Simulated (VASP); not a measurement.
Write the native input for VASP 6.6.1 that does the following.

| Item | Value |
| --- | --- |
| Task | single point |
| Functional | PBE |
| Potentials or basis | VASP PAW PBE potentials, release 64 (Ag) |
| Cutoff | 520 eV |
| k mesh | 22 × 22 × 22 |
| Occupations | gaussian, width 0.15 eV |
| Spin | no spin polarisation |
| Dipole correction | no |
| Further INCAR settings | ALGO = Fast; EDIFF = 1e-06; NBANDS = 12 |

The structure of Ag lies in POSCAR:

```
Ag
1.0
    0.0000000000      2.0710911495      1.9882475035
    2.0710911495      0.0000000000      1.9882475035
    2.0710911495      2.0710911495      0.0000000000
Ag
1
Direct
    0.0000000000      0.0000000000      0.0000000000
```

This cell differs from its parent crystal: ratio of the length along z to the lengths across it x 0.96, volume and fractional coordinates fixed.

One way to write it, as run:

INCAR

```
SYSTEM = Ag
  PREC = Accurate
  ENCUT = 520
  EDIFF = 1E-6
  ISMEAR = 0
  SIGMA = 0.15
  LREAL = .False.
  LASPH = .True.
  NELM = 80
  ALGO = Fast
  ISIF = 2
  LWAVE = .False.
  LCHARG = .False.
  GGA = PE
  NBANDS = 12
```

KPOINTS

```
regular mesh
0
Gamma
  22 22 22
  0 0 0
```

Potentials or basis: VASP PAW PBE potentials, release 64 (Ag).

Run with:

```bash
$ cat potpaw_PBE.64/Ag/POTCAR > POTCAR
$ mpirun -np 1 vasp_std > vasp.out
```

It gave:

The pressure is 4.6 GPa.

It took 2.7 min on 1 thread of AMD EPYC 7R13 Processor (Zen 3), on a shared host, peak memory 0.24 GiB.
